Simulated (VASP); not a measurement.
# BaTe (Fm-3m) in VASP: a series of runs, part 2 of 2

VASP 6.6.1. The steps go on from the part before.

## (3) Single point, PBE

The input, INCAR:

```
ALGO = Normal
EDIFF = 1E-7
ENCUT = 520
GGA = PE
ISIF = 2
ISMEAR = 0
LASPH = T
LCHARG = F
LREAL = F
LWAVE = F
NBANDS = 15
NELM = 100
PREC = Accurate
SIGMA = 0.02
```

The input, KPOINTS:

```
k-points
0
Gamma
  8 8 8
```

The input, POSCAR:

```
BaTe
1.0
    0.0000000000      3.5325585081      3.5325585081
    3.5325585081      0.0000000000      3.5325585081
    3.5325585081      3.5325585081      0.0000000000
Ba Te
1 1
Direct
    0.0000000000      0.0000000000      0.0000000000
    0.5000000000      0.5000000000      0.5000000000
```

Potentials or basis: VASP PAW PBE potentials, release 64 (Ba_sv, Te).

On the command line:

```console
cat potpaw_PBE.64/Ba_sv/POTCAR potpaw_PBE.64/Te/POTCAR > POTCAR
mpirun -np 1 vasp_std > vasp.out
```

OUTCAR:

```text
EDIFF = 1E-7
   ENCUT = 520
   GGA = PE
   ISIF = 2
   ISMEAR = 0
   LASPH = T
   LREAL = F
   NELM = 100
   PREC = Accurate

 ion  position               nearest neighbor table
   1  0.000  0.000  0.000-   2 3.53   2 3.53   2 3.53   2 3.53   2 3.53   2 3.53
   2  0.500  0.500  0.500-   1 3.53   1 3.53   1 3.53   1 3.53   1 3.53   1 3.53

  LATTYP: Found a face centered cubic cell.
 ALAT       =     7.0651170162

  Lattice vectors:

 A1 = (   0.0000000000,   3.5325585081,   3.5325585081)
 A2 = (   3.5325585081,   0.0000000000,   3.5325585081)
 A3 = (   3.5325585081,   3.5325585081,   0.0000000000)

Analysis of symmetry for initial positions (statically):
=====================================================================
 Subroutine PRICEL returns:
 Original cell was already a primitive cell.

 Routine SETGRP: Setting up the symmetry group for a
 face centered cubic supercell.

 Subroutine GETGRP returns: Found 48 space group operations
 (whereof 48 operations were pure point group operations)
 out of a pool of 48 trial point group operations.

The static configuration has the point symmetry O_h .

Analysis of symmetry for dynamics (positions and initial velocities):
=====================================================================
 Subroutine PRICEL returns:
 Original cell was already a primitive cell.

 Routine SETGRP: Setting up the symmetry group for a
 face centered cubic supercell.

 Subroutine GETGRP returns: Found 48 space group operations
 (whereof 48 operations were pure point group operations)
 out of a pool of 48 trial point group operations.

The dynamic configuration has the point symmetry O_h .

 Subroutine INISYM returns: Found 48 space group operations
 (whereof 48 operations are pure point group operations),
 and found     1 'primitive' translations

----------------------------------------------------------------------------------------

                                     Primitive cell

  volume of cell :      88.1654

  direct lattice vectors                    reciprocal lattice vectors
     0.000000000  3.532558508  3.532558508    -0.141540472  0.141540472  0.141540472
     3.532558508  0.000000000  3.532558508     0.141540472 -0.141540472  0.141540472
     3.532558508  3.532558508  0.000000000     0.141540472  0.141540472 -0.141540472

  length of vectors
     4.995792152  4.995792152  4.995792152     0.245155290  0.245155290  0.245155290

  position of ions in fractional coordinates (direct lattice)
     0.000000000  0.000000000  0.000000000
     0.500000000  0.500000000  0.500000000

  ion indices of the primitive-cell ions
   primitive index   ion index
                 1           1
                 2           2

----------------------------------------------------------------------------------------

 KPOINTS: k-points

Automatic generation of k-mesh.
 Grid dimensions read from file:
 generate k-points for:    8    8    8

 Generating k-lattice:

  Cartesian coordinates                     Fractional coordinates (reciprocal lattice)
    -0.017692559  0.017692559  0.017692559     0.125000000  0.000000000  0.000000000
     0.017692559 -0.017692559  0.017692559     0.000000000  0.125000000  0.000000000
     0.017692559  0.017692559 -0.017692559     0.000000000  0.000000000  0.125000000

  Length of vectors
     0.030644411  0.030644411  0.030644411

  Shift w.r.t. Gamma in fractional coordinates (k-lattice)
     0.000000000  0.000000000  0.000000000

 Subroutine IBZKPT returns following result:
 ===========================================

 Found     29 irreducible k-points:

 Following reciprocal coordinates:
            Coordinates               Weight
  0.000000  0.000000  0.000000      1.000000
  0.125000  0.000000  0.000000      8.000000
  0.250000  0.000000  0.000000      8.000000
  0.375000  0.000000  0.000000      8.000000
  0.500000  0.000000  0.000000      4.000000
  0.125000  0.125000  0.000000      6.000000
[... 16 lines left out ...]
  0.500000  0.250000  0.125000     48.000000
 -0.375000  0.250000  0.125000     24.000000
 [... further k-points ...]
   k-points           NKPTS =     29   k-points in BZ     NKDIM =     29   number of bands    NBANDS=     15
   number of dos      NEDOS =    301   number of ions     NIONS =      2
   total plane-waves  NPLWV =  64000
   dimension x,y,z NGX =    40 NGY =   40 NGZ =   40
   dimension x,y,z NGXF=    80 NGYF=   80 NGZF=   80
   ions per type =               1   1
   NGX,Y,Z   is equivalent  to a cutoff of  13.31, 13.31, 13.31 a.u.
   NGXF,Y,Z  is equivalent  to a cutoff of  26.62, 26.62, 26.62 a.u.
 SYSTEM =  unknown system
   PREC   = accura    normal or accurate (medium, high low for compatibility)
   ISTART =      0    job   : 0-new  1-cont  2-samecut
   ICHARG =      2    charge: 1-file 2-atom 10-const
   ISPIN  =      1    spin polarized calculation?
   LNONCOLLINEAR =      F non collinear calculations
   LSORBIT =      F    spin-orbit coupling
   LASPH  =      T    aspherical Exc in radial PAW
   ENCUT  =  520.0 eV  38.22 Ry    6.18 a.u.   9.29  9.29  9.29*2*pi/ulx,y,z
   NELM   =    100;   NELMIN=  2; NELMDL= -5     # of ELM steps
   EDIFF  = 0.1E-06   stopping-criterion for ELM
   LREAL  =      F    real-space projection
   EDIFFG = 0.1E-05   stopping-criterion for IOM
   NSW    =      0    number of steps for IOM
   IBRION =     -1    ionic relax: 0-MD 1-quasi-New 2-CG
   NFREE  =      0    steps in history (QN), initial steepest desc. (CG)
   ISIF   =      2    stress and relaxation
   ISYM   =      2    0-nonsym 1-usesym 2-fastsym
   POTIM  = 0.5000    time-step for ionic-motion
   TEBEG  =    0.0;   TEEND  =   0.0 temperature during run
   PSTRESS=    0.0 pullay stress
   NELECT =      16.0000    total number of electrons
   NUPDOWN=      -1.0000    fix difference up-down
   EMIN   =  10.00;   EMAX   =-10.00  energy-range for DOS
   EFERMI =   0.00;   METHOD = LEGACY
   ISMEAR =     0;   SIGMA  =   0.02  broadening in eV -4-tet -1-fermi 0-gaus
   EFERMI_NEDOS =   21; number of points for ismear=-14 and -15
   IALGO  =     38    algorithm
   IMIX   =      4    mixing-type and parameters
     AMIX     =   0.40;   BMIX     =  1.00
     AMIX_MAG =   1.60;   BMIX_MAG =  1.00
  volume/ion in A,a.u.               =      44.08       297.48
  Fermi-wavevector in a.u.,A,eV,Ry     =   0.926863  1.751517 11.688421  0.859075
  Thomas-Fermi vector in A             =   2.052871
   LORBIT       =      0    0 simple, 1 ext, 2 COOP (PROOUT), +10 PAW based schemes
   GGA     = PE    functional components
   LHFCALC =     F    Hartree Fock is set to
   AEXX    =    0.0000 exact exchange contribution
   IVDW    =     0    specifies the selected vdW correction
   LEPSILON=     F    determine dielectric tensor
   LRPA    =     F    only Hartree local field effects (RPA)
 non-spin polarized calculation
 Gauss-broadening in eV      SIGMA  =   0.02
  energy-cutoff  :      520.00
  volume of cell :       88.17
 maximum number of plane-waves:      2421
 NGX is ok and might be reduce to    40
   NGX = 19   NGY = 19   NGZ = 19

 number of electron      16.0000000 magnetization

 Free energy of the ion-electron system (eV)
  ---------------------------------------------------
  ext. energy  EPLUGINS =         0.00000000
  ---------------------------------------------------
  free energy    TOTEN  =        -8.62868668 eV

  energy without entropy =       -8.62868668  energy(sigma->0) =       -8.62868668

 E-fermi :   2.2452     XC(G=0):  -8.1353

 val. band max:        2.1042859427   @ k =   0.0000   0.0000   0.0000
 cond. band min:       3.6826493169   @ k =   0.5000   0.5000   0.0000
 fundamental gap:      1.5783633742
 Fermi energy:         2.2451720546

 k-point     1 :       0.0000    0.0000    0.0000
  band No.  band energies     occupation
      1     -24.9885      2.00000
      2     -10.1332      2.00000
      3     -10.1332      2.00000
      4     -10.1332      2.00000
      5      -7.3765      2.00000
      6       2.1043      2.00000
      7       2.1043      2.00000
      8       2.1043      2.00000
      9       4.9081      0.00000
     10       5.0464      0.00000
     11       5.0464      0.00000
     12       5.0464      0.00000
     13       5.6342      0.00000
     14       5.6342      0.00000
     15       9.0878      0.00000
[... 397 lines left out ...]
 k-point    24 :      -0.3750    0.2500    0.1250
  band No.  band energies     occupation
      1     -24.9754      2.00000
      2     -10.4179      2.00000
      3     -10.2044      2.00000
      4     -10.1682      2.00000
      5      -6.8584      2.00000
      6       0.3411      2.00000
      7       1.1054      2.00000
      8       1.1414      2.00000
      9       5.7812      0.00000
     10       6.0452      0.00000
     11       7.2390      0.00000
     12       7.4736      0.00000
     13       7.9490      0.00000
     14       8.8031      0.00000
     15       9.9710      0.00000

 [... further k-points ...]
[... 5 lines left out ...]
  --------------------------------------------------------------------------------------
  -------------------------------------------------------------------------------------
  Total        0.1615477      0.1615477      0.1615477      0.0000000      0.0000000     -0.0000000
  in kB        2.9357108      2.9357108      2.9357108      0.0000000      0.0000000     -0.0000000
  external PRESSURE =       2.9357108 kB  Pullay stress =       0.0000000 kB

 VOLUME and BASIS-vectors are now :
 -----------------------------------------------------------------------------
  energy-cutoff  :      520.00
  volume of cell :       88.17
      direct lattice vectors                 reciprocal lattice vectors
     0.000000000  3.532558508  3.532558508    -0.141540472  0.141540472  0.141540472
     3.532558508  0.000000000  3.532558508     0.141540472 -0.141540472  0.141540472
     3.532558508  3.532558508  0.000000000     0.141540472  0.141540472 -0.141540472

 POSITION                                       TOTAL-FORCE (eV/Angst)
 -----------------------------------------------------------------------------------
      0.00000      0.00000      0.00000         0.000000      0.000000     -0.000000
      3.53256      3.53256      3.53256        -0.000000     -0.000000      0.000000
 -----------------------------------------------------------------------------------
    total drift:                                0.000000     -0.000000     -0.000000

  FREE ENERGIE OF THE ION-ELECTRON SYSTEM (eV)
  ---------------------------------------------------
  free  energy   TOTEN  =        -8.6286866830 eV

  energy  without entropy=       -8.6286866830  energy(sigma->0) =       -8.62868668
```

stdout:

```text
POSCAR found type information on POSCAR BaTe
 POSCAR found :  2 types and       2 ions
 scaLAPACK will be used
 LDA part: xc-table for (Slater+PW92), standard interpolation
 POSCAR, INCAR and KPOINTS ok, starting setup
 FFT: planning ... GRIDC
 FFT: planning ... GRID_SOFT
 FFT: planning ... GRID
 WAVECAR not read
 entering main loop
```

Run time: 22 s. Hardware: 1 thread of Intel Xeon 6975P-C (Granite Rapids), shared host; peak memory 0.25 GiB.

What came out:

```yaml
Free_energy: -8.6287 eV
Pressure: 0.3 GPa
Band_gap_on_the_k_mesh: 1.58 eV, indirect (least direct gap 1.96 eV)
```

Levels at points of the mesh, in eV from the valence-band top:
| k point | band 4 | band 5 | band 6 | band 7 | band 8 | band 9 | band 10 | band 11 | band 12 | band 13 |
| --- | --- | --- | --- | --- | --- | --- | --- | --- | --- | --- |
| (0.00, 0.00, 0.00) | -12.24 | -9.48 | 0.00 | 0.00 | 0.00 | 2.80 | 2.94 | 2.94 | 2.94 | 3.53 |
| (0.50, 0.00, 0.00) | -12.25 | -8.82 | -2.16 | -1.07 | -1.07 | 4.15 | 4.69 | 4.83 | 4.83 | 6.89 |
| (0.50, 0.50, 0.00) | -12.31 | -9.28 | -1.12 | -0.38 | -0.38 | 1.58 | 4.38 | 4.53 | 5.47 | 5.64 |

Caveat: spin-orbit coupling is left out, which moves the levels of the heavy elements.

## (4) Relaxation of cell and atoms, PBE

This run uses another cell than the first one, of 44.24 Å³/atom, 1.003 times its volume.

The input, INCAR:

```
ALGO     = Normal         # electronic algorithm
EDIFF    = 1E-6           # SCF threshold, eV
EDIFFG   = -0.01          # ionic threshold
ENCUT    = 600            # plane-wave cutoff, eV
GGA      = PE             # functional
IBRION   = 2              # ionic algorithm
ISIF     = 3              # what is computed and relaxed
ISMEAR   = 0              # smearing method
LASPH    = True           # aspherical terms in the spheres
LCHARG   = False          # write CHGCAR
LREAL    = False          # projectors in reciprocal space
LWAVE    = False          # write WAVECAR
NELM     = 100            # most SCF steps
NSW      = 100            # ionic steps
PREC     = Accurate       # precision mode
SIGMA    = 0.02           # smearing width, eV
```

KPOINTS is that of step 3.

The input, POSCAR:

```
BaTe
1.0
    0.0000000000      3.5366499721      3.5366499721
    3.5366499721      0.0000000000      3.5366499721
    3.5366499721      3.5366499721      0.0000000000
Ba Te
1 1
Direct
    0.0000000000      0.0000000000      0.0000000000
    0.5000000000      0.5000000000      0.5000000000
```

On the command line:

```console
cat potpaw_PBE.64/Ba_sv/POTCAR potpaw_PBE.64/Te/POTCAR > POTCAR
mpirun -np 1 vasp_std > vasp.out
```

It took 22 s on 1 thread of Intel Xeon 6975P-C (Granite Rapids), shared host; peak memory 0.26 GiB.

The run converged. Its results:

| Property | Result |
| --- | --- |
| Free energy | -8.6298 eV |
| Relaxed volume | 44.58 Å³/atom |
| Relaxed cell | a = 5.014 Å, b = 5.014 Å, c = 5.014 Å, α = 60.00°, β = 60.00°, γ = 60.00° |
| Space group after relaxing (to 0.05 Å) | Fm-3m (No. 225) |
| Energy gained by relaxing | 0.2 meV/atom |
| Ionic steps | 2 |
| Pressure after relaxing | 0.0 GPa |
| Band gap on the k mesh | 1.60 eV, indirect (least direct gap 1.98 eV) |

Step by step:
```csv
step,energy change (eV),largest force (eV/Å),pressure (GPa),volume (Å³)
1,0.0000,0.0000,0.19,88.47
2,-0.0003,0.0000,-0.04,89.16
```

Final structure:
```yaml
crystal:
  lattice:
    - [0.00000, 3.54574, 3.54574]
    - [3.54574, 0.00000, 3.54574]
    - [3.54574, 3.54574, 0.00000]
  atoms:
    - { symbol: Ba, position: [0.00000, 0.00000, 0.00000] }
    - { symbol: Te, position: [0.50000, 0.50000, 0.50000] }
```

Levels at points of the mesh, in eV from the valence-band top:
| k point | band 6 | band 7 | band 8 | band 9 | band 10 | band 11 |
| --- | --- | --- | --- | --- | --- | --- |
| (0.00, 0.00, 0.00) | 0.00 | 0.00 | 0.00 | 2.76 | 2.95 | 2.95 |
| (0.50, 0.00, 0.00) | -2.13 | -1.05 | -1.05 | 4.14 | 4.66 | 4.80 |
| (0.50, 0.50, 0.00) | -1.12 | -0.38 | -0.38 | 1.60 | 4.36 | 4.48 |

Caveat: spin-orbit coupling is left out, which moves the levels of the heavy elements. A k mesh can miss the band edges.
